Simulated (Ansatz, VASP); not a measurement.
## Two plane-wave programs on TePb

```xyz
2
Lattice="0.0000 3.2848 3.2848 3.2848 0.0000 3.2848 3.2848 3.2848 0.0000" Properties=species:S:1:pos:R:3 pbc="T T T"
Te    0.0000    0.0000    0.0000
Pb    3.2848    3.2848    3.2848
```

Alike in both runs: task single point; functional PBE; k mesh 6 × 6 × 6; occupations gaussian, width 0.02 eV; no spin polarisation.

```csv
,VASP,Ansatz
version,VASP 6.6.1,Ansatz 0.2.0
potentials or method,"VASP PAW PBE potentials, release 64 (Te, Pb_d), cutoff 520 eV","scalar-relativistic, plane waves, PAW"
valence electrons in the cell,20,30
```

|  | VASP | Ansatz | Ansatz less VASP |
| --- | --- | --- | --- |
| gap on the k mesh at the Fermi level (eV) | 0.83 | 0.83 | -0.004 |
| least direct gap on the mesh (eV) | 0.83 | 0.83 | -0.004 |
| pressure (GPa) | -0.1 | 0.0 | +0.06 |

VASP's potentials hold 20 valence electrons a cell and Ansatz's 30, so a difference there can come from the potentials and not from the codes.

Spin-orbit coupling is off throughout.
